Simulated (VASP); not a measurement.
## NaS7: relaxation of cell and atoms with PBE

Crystal: NaS7.

```
CELL_PARAMETERS angstrom
0.00000 4.43836 4.43836
4.43836 0.00000 4.43836
4.43836 4.43836 0.00000
ATOMIC_POSITIONS crystal
Na 0.00000 0.00000 0.00000
S 0.50000 0.50000 0.50000
S 0.50000 0.00000 0.00000
S 0.50000 0.00000 0.50000
S 0.00000 0.50000 0.50000
S 0.00000 0.50000 0.00000
S 0.50000 0.50000 0.00000
S 0.00000 0.00000 0.50000
```

The cell was generated, and may not be a known phase.

| Item | Value |
| --- | --- |
| Program | VASP 6.6.1 |
| Task | relaxation of cell and atoms |
| Functional | PBE |
| Potentials or basis | VASP PAW PBE potentials, release 64 (Na_pv, S) |
| Cutoff | 600 eV |
| k mesh | 4 × 4 × 4 |
| Occupations | gaussian, width 0.1 eV |
| Spin | no spin polarisation |
| Dipole correction | no |
| Further INCAR settings | ALGO = Normal; EDIFF = 1e-06; IBRION = 2; EDIFFG = -0.04; NSW = 90; ISIF = 3 |

| Item | Value |
| --- | --- |
| Relaxed volume | 16.54 Å³/atom |
| Relaxed cell | a = 5.720 Å, b = 5.720 Å, c = 5.720 Å, α = 60.00°, β = 60.00°, γ = 60.00° |
| Space group after relaxing (to 0.1 Å) | Fm-3m (No. 225) |
| Energy gained by relaxing | 216.4 meV/atom |
| Ionic steps | 4 |
| Pressure after relaxing | 0.0 GPa |
| Band gap on the k mesh | zero (an odd number of electrons rules out a gap without spin polarisation) |

Step by step:
```csv
step,energy change (eV),largest force (eV/Å),pressure (GPa),volume (Å³)
1,0.0000,0.0000,-10.05,174.86
2,-1.5903,0.0000,-4.20,142.40
3,-1.7297,0.0000,-0.52,133.44
4,-1.7315,0.0000,0.04,132.31
```

Final structure:
```cif
data_structure
_symmetry_space_group_name_H-M 'P 1'
_symmetry_Int_Tables_number 1
_cell_length_a 5.7196
_cell_length_b 5.7196
_cell_length_c 5.7196
_cell_angle_alpha 60.000
_cell_angle_beta 60.000
_cell_angle_gamma 60.000
_cell_volume 132.31
loop_
_atom_site_label
_atom_site_type_symbol
_atom_site_fract_x
_atom_site_fract_y
_atom_site_fract_z
_atom_site_occupancy
Na1 Na 0.00000 0.00000 0.00000 1
S1 S 0.50000 0.50000 0.50000 1
S2 S 0.50000 0.00000 0.00000 1
S3 S 0.50000 0.00000 0.50000 1
S4 S 0.00000 0.50000 0.50000 1
S5 S 0.00000 0.50000 0.00000 1
S6 S 0.50000 0.50000 0.00000 1
S7 S 0.00000 0.00000 0.50000 1
```

Levels at points of the mesh, in eV from the Fermi level:
```tsv
k point	band 21	band 22	band 23	band 24	band 25	band 26	band 27	band 28
(0.00, 0.00, 0.00)	-0.02	-0.02	-0.02	1.62	1.62	1.66	1.66	1.66
(0.50, 0.00, 0.00)	-2.02	-1.92	-1.92	0.11	0.18	0.20	0.20	1.27
(0.50, 0.50, 0.00)	-2.38	-2.38	-2.35	-1.83	-1.57	0.60	0.60	1.05
```

Wall time 3.5 min on 1 thread of AMD EPYC 7R43 64-Core Processor (Zen 3), with other jobs on the host, peak memory 0.32 GiB.

Caveat: the volume moved by over 15 % at a fixed basis, so the end points are rough.
